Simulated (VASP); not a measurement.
# Al7Cu3 in VASP: further runs

Al7Cu3 is run at these levels: PBEsol; tasks: single point.

Program: VASP 6.6.1. These are calculated values, not measurements. Logs are shortened: lines on timing, memory, paths and dates and some standing lists are left out, and cuts for length are marked.

### Step 1. The cell of the first run

The cell holds a slab with vacuum, 20 atoms: a = 4.828 Å, b = 4.877 Å, c = 27.713 Å, α = 90.00°, β = 90.00°, γ = 119.67°.

### Step 2. Single point, PBEsol

INCAR reads:

```
  ALGO = Normal
  DIPOL = 0.5 0.5 0.500
  EDIFF = 1E-7
  ENCUT = 520
  GGA = PS
  IDIPOL = 3
  ISIF = 2
  ISMEAR = 0
  LASPH = T
  LCHARG = T
  LDIPOL = T
  LELF = T
  LREAL = Auto
  LVACPOTAV = T
  LVHAR = T
  LWAVE = F
  NBANDS = 70
  NELM = 60
  PREC = Accurate
  SIGMA = 0.1
```

KPOINTS reads:

```
k-points
0
Gamma
  8 8 1
```

POSCAR reads:

```
Al7Cu3
1.0
    4.8278486181      0.0000000000      0.0000000000
   -2.4139243090      4.2377626285      0.0000000000
    0.0000000000      0.0000000000     27.7132878855
Al Cu
14 6
Direct
    0.4093199576      0.8186399152      0.2706283004
    0.0906800424      0.1813600848      0.2706283004
    0.7500000000      0.5000000000      0.3193529530
    0.2500000000      0.5000000000      0.3748181142
    0.9093199576      0.8186399152      0.4235427668
    0.5906800424      0.1813600848      0.4235427668
    0.2500000000      0.5000000000      0.4722674194
    0.7500000000      0.5000000000      0.5277325806
    0.4093199576      0.8186399152      0.5764572332
    0.0906800424      0.1813600848      0.5764572332
    0.7500000000      0.5000000000      0.6251818858
    0.2500000000      0.5000000000      0.6806470470
    0.9093199576      0.8186399152      0.7293716996
    0.5906800424      0.1813600848      0.7293716996
    0.7500000000      0.0000000000      0.3470855336
    0.2500000000      0.0000000000      0.3470855336
    0.2500000000      0.0000000000      0.5000000000
    0.7500000000      0.0000000000      0.5000000000
    0.7500000000      0.0000000000      0.6529144664
    0.2500000000      0.0000000000      0.6529144664
```

Potentials or basis: VASP PAW PBE potentials, release 64 (Al, Cu).

Run with:

```bash
cat potpaw_PBE.64/Al/POTCAR potpaw_PBE.64/Cu/POTCAR > POTCAR
mpirun -np 1 vasp_std > vasp.out
```

OUTCAR:

```text
EDIFF = 1E-7
   ENCUT = 520
   GGA = PS
   ISIF = 2
   ISMEAR = 0
   LASPH = T
   LREAL = Auto
   NELM = 60
   PREC = Accurate

 ion  position               nearest neighbor table
   1  0.409  0.819  0.271-  16 2.56  15 2.56   2 2.70   2 2.86   2 2.86   3 3.08   3 3.08   3 3.19
                             4 3.19
   2  0.091  0.181  0.271-  16 2.56  15 2.56   1 2.70   1 2.86   1 2.86   3 3.08   3 3.08   3 3.19
                             4 3.19
   3  0.750  0.500  0.319-  15 2.56  15 2.56  16 2.56  16 2.56   4 2.86   4 2.86   1 3.08   2 3.08
                             1 3.08   2 3.08   2 3.19   1 3.19   6 3.19   5 3.19
   4  0.250  0.500  0.375-  16 2.56  16 2.56  15 2.56  15 2.56   7 2.70   3 2.86   3 2.86   5 3.08
                             6 3.08   6 3.08   5 3.08   6 3.19   5 3.19   2 3.19   1 3.19
   5  0.909  0.819  0.424-  15 2.56  18 2.56  16 2.56  17 2.56   6 2.70   6 2.86   6 2.86   7 3.08
                             4 3.08   4 3.08   7 3.08   4 3.19   7 3.19   3 3.19   8 3.19
   6  0.591  0.181  0.424-  15 2.56  18 2.56  16 2.56  17 2.56   5 2.70   5 2.86   5 2.86   7 3.08
                             4 3.08   7 3.08   4 3.08   7 3.19   4 3.19   3 3.19   8 3.19
   7  0.250  0.500  0.472-  17 2.56  17 2.56  18 2.56  18 2.56   4 2.70   8 2.86   8 2.86   5 3.08
                             6 3.08   5 3.08   6 3.08   6 3.19   5 3.19  10 3.19   9 3.19
   8  0.750  0.500  0.528-  18 2.56  18 2.56  17 2.56  17 2.56  11 2.70   7 2.86   7 2.86   9 3.08
                            10 3.08  10 3.08   9 3.08  10 3.19   9 3.19   6 3.19   5 3.19
   9  0.409  0.819  0.576-  20 2.56  17 2.56  19 2.56  18 2.56  10 2.70  10 2.86  10 2.86  11 3.08
                             8 3.08   8 3.08  11 3.08   8 3.19  11 3.19  12 3.19   7 3.19
  10  0.091  0.181  0.576-  20 2.56  17 2.56  19 2.56  18 2.56   9 2.70   9 2.86   9 2.86  11 3.08
                             8 3.08  11 3.08   8 3.08  11 3.19   8 3.19  12 3.19   7 3.19
  11  0.750  0.500  0.625-  19 2.56  19 2.56  20 2.56  20 2.56   8 2.70  12 2.86  12 2.86   9 3.08
                            10 3.08   9 3.08  10 3.08  10 3.19   9 3.19  14 3.19  13 3.19
  12  0.250  0.500  0.681-  20 2.56  20 2.56  19 2.56  19 2.56  11 2.86  11 2.86  14 3.08  13 3.08
                            14 3.08  13 3.08  14 3.19  13 3.19   9 3.19  10 3.19
  13  0.909  0.819  0.729-  19 2.56  20 2.56  14 2.70  14 2.86  14 2.86  12 3.08  12 3.08  12 3.19
                            11 3.19
  14  0.591  0.181  0.729-  19 2.56  20 2.56  13 2.70  13 2.86  13 2.86  12 3.08  12 3.08  12 3.19
                            11 3.19
  15  0.750  0.000  0.347-  16 2.41  16 2.41   3 2.56   3 2.56   4 2.56   4 2.56   5 2.56   6 2.56
                             1 2.56   2 2.56
  16  0.250  0.000  0.347-  15 2.41  15 2.41   4 2.56   4 2.56   3 2.56   3 2.56   1 2.56   2 2.56
                             5 2.56   6 2.56
  17  0.250  0.000  0.500-  18 2.41  18 2.41   7 2.56   7 2.56   8 2.56   8 2.56   9 2.56  10 2.56
                             5 2.56   6 2.56
  18  0.750  0.000  0.500-  17 2.41  17 2.41   8 2.56   8 2.56   7 2.56   7 2.56   5 2.56   6 2.56
                             9 2.56  10 2.56
  19  0.750  0.000  0.653-  20 2.41  20 2.41  11 2.56  11 2.56  12 2.56  12 2.56  13 2.56  14 2.56
                             9 2.56  10 2.56
  20  0.250  0.000  0.653-  19 2.41  19 2.41  12 2.56  12 2.56  11 2.56  11 2.56   9 2.56  10 2.56
                            13 2.56  14 2.56

  LATTYP: Found a base centered orthorhombic cell.
 ALAT       =     4.8278486181
 B/A-ratio  =     1.7555490918
 C/A-ratio  =     5.7402976103

  Lattice vectors:

 A1 = (   2.4139243090,  -4.2377626285,   0.0000000000)
 A2 = (   2.4139243091,   4.2377626285,   0.0000000000)
 A3 = (   0.0000000000,   0.0000000000,  27.7132878855)

Analysis of symmetry for initial positions (statically):
=====================================================================
 Subroutine PRICEL returns:
 Original cell was already a primitive cell.

 Routine SETGRP: Setting up the symmetry group for a
 base centered orthorhombic supercell.

 Subroutine GETGRP returns: Found  8 space group operations
 (whereof  4 operations were pure point group operations)
 out of a pool of  8 trial point group operations.

The static configuration has the point symmetry C_2h.
 The point group associated with its full space group is D_2h.

Analysis of symmetry for dynamics (positions and initial velocities):
=====================================================================
 Subroutine PRICEL returns:
 Original cell was already a primitive cell.

 Routine SETGRP: Setting up the symmetry group for a
 base centered orthorhombic supercell.

 Subroutine GETGRP returns: Found  8 space group operations
 (whereof  4 operations were pure point group operations)
 out of a pool of  8 trial point group operations.

The dynamic configuration has the point symmetry C_2h.
 The point group associated with its full space group is D_2h.

 Subroutine INISYM returns: Found  8 space group operations
 (whereof  4 operations are pure point group operations),
 and found     1 'primitive' translations

[... 86 lines left out ...]
            Coordinates               Weight
  0.000000  0.000000  0.000000      1.000000
  0.125000 -0.000000  0.000000      4.000000
  0.250000 -0.000000  0.000000      4.000000
  0.375000 -0.000000  0.000000      4.000000
  0.500000 -0.000000  0.000000      2.000000
  0.000000  0.125000  0.000000      2.000000
[... 13 lines left out ...]
  0.250000  0.375000  0.000000      2.000000
  0.000000  0.500000  0.000000      1.000000
   k-points           NKPTS =     21   k-points in BZ     NKDIM =     21   number of bands    NBANDS=     70
   number of dos      NEDOS =    301   number of ions     NIONS =     20
   total plane-waves  NPLWV = 272160
   dimension x,y,z NGX =    36 NGY =   36 NGZ =  210
   dimension x,y,z NGXF=    72 NGYF=   72 NGZF=  420
   ions per type =              14   6
   NGX,Y,Z   is equivalent  to a cutoff of  12.40, 12.27, 12.60 a.u.
   NGXF,Y,Z  is equivalent  to a cutoff of  24.79, 24.54, 25.19 a.u.
 SYSTEM =  unknown system
   PREC   = accura    normal or accurate (medium, high low for compatibility)
   ISTART =      0    job   : 0-new  1-cont  2-samecut
   ICHARG =      2    charge: 1-file 2-atom 10-const
   ISPIN  =      1    spin polarized calculation?
   LNONCOLLINEAR =      F non collinear calculations
   LSORBIT =      F    spin-orbit coupling
   LASPH  =      T    aspherical Exc in radial PAW
   ENCUT  =  520.0 eV  38.22 Ry    6.18 a.u.   8.98  9.07 51.53*2*pi/ulx,y,z
   NELM   =     60;   NELMIN=  2; NELMDL= -5     # of ELM steps
   EDIFF  = 0.1E-06   stopping-criterion for ELM
   LREAL  =      T    real-space projection
   EDIFFG = 0.1E-05   stopping-criterion for IOM
   NSW    =      0    number of steps for IOM
   IBRION =     -1    ionic relax: 0-MD 1-quasi-New 2-CG
   NFREE  =      0    steps in history (QN), initial steepest desc. (CG)
   ISIF   =      2    stress and relaxation
   ISYM   =      2    0-nonsym 1-usesym 2-fastsym
   POTIM  = 0.5000    time-step for ionic-motion
   TEBEG  =    0.0;   TEEND  =   0.0 temperature during run
   PSTRESS=    0.0 pullay stress
   NELECT =     108.0000    total number of electrons
   NUPDOWN=      -1.0000    fix difference up-down
   EMIN   =  10.00;   EMAX   =-10.00  energy-range for DOS
   EFERMI =   0.00;   METHOD = LEGACY
   ISMEAR =     0;   SIGMA  =   0.10  broadening in eV -4-tet -1-fermi 0-gaus
   EFERMI_NEDOS =   21; number of points for ismear=-14 and -15
   IALGO  =     38    algorithm
   IMIX   =      4    mixing-type and parameters
     AMIX     =   0.40;   BMIX     =  1.00
     AMIX_MAG =   1.60;   BMIX_MAG =  1.00
  volume/ion in A,a.u.               =      28.35       191.31
  Fermi-wavevector in a.u.,A,eV,Ry     =   0.941940  1.780009 12.071786  0.887251
  Thomas-Fermi vector in A             =   2.069501
   LORBIT       =      0    0 simple, 1 ext, 2 COOP (PROOUT), +10 PAW based schemes
   GGA     = PS    functional components
   LHFCALC =     F    Hartree Fock is set to
   AEXX    =    0.0000 exact exchange contribution
   IVDW    =     0    specifies the selected vdW correction
   LEPSILON=     F    determine dielectric tensor
   LRPA    =     F    only Hartree local field effects (RPA)
 non-spin polarized calculation
 Gauss-broadening in eV      SIGMA  =   0.10
  energy-cutoff  :      520.00
  volume of cell :      566.99
 maximum number of plane-waves:     15349
   NGX = 17   NGY = 19   NGZ =103

 dipolmoment           0.000000      0.000000     -0.000000 electrons x Angstroem

 number of electron     108.0000083 magnetization

 dipolmoment           0.000000      0.000000      0.000000 electrons x Angstroem

 Free energy of the ion-electron system (eV)
  ---------------------------------------------------
  ext. energy  EPLUGINS =         0.00000000
  ---------------------------------------------------
  free energy    TOTEN  =       -83.13461523 eV

  energy without entropy =      -83.09035134  energy(sigma->0) =      -83.11248329

 E-fermi :   2.1457     XC(G=0):  -6.4019

 val. band max:        2.1344925332   @ k =   0.1250   0.2500   0.0000
 cond. band min:       2.1632301580   @ k =   0.1250   0.2500   0.0000
 fundamental gap:      0.0287376248
 Fermi energy:         2.1457354384

 k-point     1 :       0.0000    0.0000    0.0000
  band No.  band energies     occupation
      1      -8.6614      2.00000
      2      -8.1967      2.00000
      3      -7.4320      2.00000
      4      -6.1790      2.00000
      5      -4.9738      2.00000
      6      -3.8054      2.00000
[... 1438 lines left out ...]
     65       5.8583      0.00000
     66       6.0906      0.00000
 [bands above 66 left out]

------------------------ aborting loop because EDIFF is reached ----------------------------------------

  FORCE on cell =-STRESS in cart. coord.  units (eV):
  Direction    XX          YY          ZZ          XY          YZ          ZX
  --------------------------------------------------------------------------------------
  -------------------------------------------------------------------------------------
  Total       -6.6080285     -1.9865823     -0.5079707     -0.0000000      0.0000000      0.0000000
  in kB      -18.6725730     -5.6135658     -1.4353932     -0.0000000      0.0000000      0.0000000
  external PRESSURE =      -8.5738440 kB  Pullay stress =       0.0000000 kB

 VOLUME and BASIS-vectors are now :
 -----------------------------------------------------------------------------
  energy-cutoff  :      520.00
  volume of cell :      566.99
      direct lattice vectors                 reciprocal lattice vectors
     4.827848618  0.000000000  0.000000000     0.207131598  0.117986788  0.000000000
    -2.413924309  4.237762628  0.000000000     0.000000000  0.235973576  0.000000000
     0.000000000  0.000000000 27.713287886     0.000000000  0.000000000  0.036083773

 POSITION                                       TOTAL-FORCE (eV/Angst)
 -----------------------------------------------------------------------------------
      0.00000      3.46920      7.50000         0.000000      0.030694     -0.014392
      0.00000      0.76856      7.50000        -0.000000     -0.030694     -0.014392
      2.41392      2.11888      8.85032         0.000000     -0.000000     -0.130138
      0.00000      2.11888     10.38744         0.000000     -0.000000     -0.070593
      2.41392      3.46920     11.73776        -0.000000     -0.022007      0.010977
      2.41392      0.76856     11.73776         0.000000      0.022007      0.010977
[... 12 lines left out ...]
      3.62089      0.00000     18.09441        -0.000000     -0.000000     -0.151421
      1.20696      0.00000     18.09441         0.000000     -0.000000     -0.151421
 -----------------------------------------------------------------------------------
    total drift:                                0.000000     -0.000000      0.000000

  FREE ENERGIE OF THE ION-ELECTRON SYSTEM (eV)
  ---------------------------------------------------
  free  energy   TOTEN  =       -83.1346152313 eV

  energy  without entropy=      -83.0903513430  energy(sigma->0) =      -83.11248329

 vacuum level on the upper side and lower side of the slab         6.591         6.591
```

Wall time 21 min (1 thread of Intel Xeon 6975P-C (Granite Rapids), shared host); peak memory 0.88 GiB.

Results:

- Free energy: -83.1346 eV
- Largest force: 0.151 eV/Å
- Band gap on the k mesh: zero (bands 54 and 55 overlap by 0.99 eV)

Forces on the atoms (eV/Å):
```
Al   0.000  0.031 -0.014
Al   0.000 -0.031 -0.014
Al   0.000  0.000 -0.130
Al   0.000  0.000 -0.071
Al   0.000 -0.022  0.011
Al   0.000  0.022  0.011
Al   0.000  0.000  0.049
Al   0.000  0.000 -0.049
Al   0.000 -0.022 -0.011
Al   0.000  0.022 -0.011
Al   0.000  0.000  0.071
Al   0.000  0.000  0.130
Al   0.000  0.031  0.014
Al   0.000 -0.031  0.014
Cu   0.000  0.000  0.151
Cu   0.000  0.000  0.151
Cu   0.000  0.000  0.000
Cu   0.000  0.000  0.000
Cu   0.000  0.000 -0.151
Cu   0.000  0.000 -0.151
```

Caveat: the PAW data sets were made with another functional, which shifts forces and pressure a little.

### Step 3. Single point, PBEsol

INCAR reads:

```
ALGO = Normal
DIPOL = 0.5 0.5 0.500
EDIFF = 1E-7
ENCUT = 520
GGA = PS
IDIPOL = 3
ISIF = 2
ISMEAR = 0
LASPH = T
LCHARG = F
LDIPOL = T
LREAL = Auto
LWAVE = F
NBANDS = 70
NELM = 100
PREC = Accurate
SIGMA = 0.1
```

KPOINTS is that of step 2.

POSCAR reads:

```
Al7Cu3
1.0
    4.8278486181      0.0000000000      0.0000000000
   -2.4139243090      4.2377626285      0.0000000000
    0.0000000000      0.0000000000     27.7132878855
Al Cu
14 6
Direct
    0.4103021771      0.8206043542      0.2714467798
    0.0896978229      0.1793956458      0.2714467798
    0.7500000000      0.5000000000      0.3174170428
    0.2500000000      0.5000000000      0.3744934798
    0.9083521042      0.8167042084      0.4241391041
    0.5916478958      0.1832957916      0.4241391041
    0.2500000000      0.5000000000      0.4726335244
    0.7500000000      0.5000000000      0.5273665430
    0.4083520533      0.8167041066      0.5758609992
    0.0916479467      0.1832958934      0.5758609992
    0.7500000000      0.5000000000      0.6255065989
    0.2500000000      0.5000000000      0.6825828785
    0.9103021566      0.8206043133      0.7285530660
    0.5896978434      0.1793956867      0.7285530660
    0.7500000000      0.0000000000      0.3485678209
    0.2500000000      0.0000000000      0.3485678209
    0.2500000000      0.0000000000      0.5000000520
    0.7500000000      0.0000000000      0.5000000520
    0.7500000000      0.0000000000      0.6514321443
    0.2500000000      0.0000000000      0.6514321443
```

Potentials or basis: VASP PAW PBE potentials, release 64 (Al, Cu).

Run with:

```bash
cat potpaw_PBE.64/Al/POTCAR potpaw_PBE.64/Cu/POTCAR > POTCAR
mpirun -np 1 vasp_std > vasp.out
```

It took 21 min on 1 thread of Intel Xeon 6975P-C (Granite Rapids), shared host; peak memory 0.88 GiB.

The run converged. Its results:

- Free energy: -83.1559 eV
- Largest force: 0.021 eV/Å
- Band gap on the k mesh: zero (bands 54 and 55 overlap by 0.96 eV)

Forces in eV/Å, atoms in the order of the input:
```
Al   0.000  0.001 -0.010
Al   0.000 -0.001 -0.010
Al   0.000  0.000 -0.021
Al   0.000  0.000  0.007
Al   0.000  0.001 -0.007
Al   0.000 -0.001 -0.007
Al   0.000  0.000 -0.008
Al   0.000  0.000  0.008
Al   0.000  0.001  0.007
Al   0.000 -0.001  0.007
Al   0.000  0.000 -0.007
Al   0.000  0.000  0.021
Al   0.000  0.001  0.010
Al   0.000 -0.001  0.010
Cu   0.000  0.000 -0.002
Cu   0.000  0.000 -0.002
Cu   0.000  0.000  0.000
Cu   0.000  0.000  0.000
Cu   0.000  0.000  0.002
Cu   0.000  0.000  0.002
```

Levels at points of the mesh, in eV from the Fermi level:
| k point | band 52 | band 53 | band 54 | band 55 | band 56 | band 57 |
| --- | --- | --- | --- | --- | --- | --- |
| (0.00, 0.00, 0.00) | -0.79 | -0.77 | -0.63 | -0.55 | -0.39 | -0.39 |
| (0.50, 0.00, 0.00) | -1.07 | -0.44 | -0.44 | 0.49 | 0.49 | 0.99 |
| (0.00, 0.50, 0.00) | -0.68 | -0.54 | -0.25 | 0.03 | 0.98 | 1.19 |

Caveat: the PAW data sets were made with another functional, which shifts forces and pressure a little.

The gap in the log of VASP goes by the Fermi energy; the results here count the filled bands.